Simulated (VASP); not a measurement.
Write the native input for VASP 6.6.1 that does the following.

```
Task                   : single point
Functional             : LDA
Potentials or basis    : VASP PAW LDA potentials, release 64 (Ti_sv, N_h)
Cutoff                 : 1330 eV
k mesh                 : 16 × 16 × 16
Occupations            : fermi-dirac, width 0.15 eV
Spin                   : no spin polarisation
Dipole correction      : no
Further INCAR settings : ALGO = Normal; EDIFF = 1e-06; NBANDS = 16
```

The structure of TiN lies in POSCAR:

```
TiN
1.0
    0.0000000000      2.0865879587      2.0865879587
    2.0865879587      0.0000000000      2.0865879587
    2.0865879587      2.0865879587      0.0000000000
Ti N
1 1
Direct
    0.0000000000      0.0000000000      0.0000000000
    0.5000000000      0.5000000000      0.5000000000
```

These files were run (other wordings do the same):

INCAR

```
ALGO = Normal
EDIFF = 1E-6
ENCUT = 1330
GGA = CA
GGA_COMPAT = F
ISIF = 2
ISMEAR = -1
LASPH = T
LCHARG = F
LREAL = F
LWAVE = F
NBANDS = 16
NELM = 120
PREC = Accurate
SIGMA = 0.15
```

KPOINTS

```
k-points
0
Gamma
  16 16 16
```

Potentials or basis: VASP PAW LDA potentials, release 64 (Ti_sv, N_h).

Command:

```sh
$ cat potpaw_LDA.64/Ti_sv/POTCAR potpaw_LDA.64/N_h/POTCAR > POTCAR
$ mpirun -np 1 vasp_std > vasp.out
```

Results of the run:

```json
{"Pressure": "1.0 GPa", "Band gap on the k mesh": "zero (an odd number of electrons rules out a gap without spin polarisation)"}
```

Caveat: an odd number of electrons without spin polarisation forces a metal; a magnetic or distorted state may lie lower.

Run time: 82 s on 1 thread of Intel(R) Xeon(R) 6975P-C (Granite Rapids), on a shared host, peak memory 0.3 GiB.
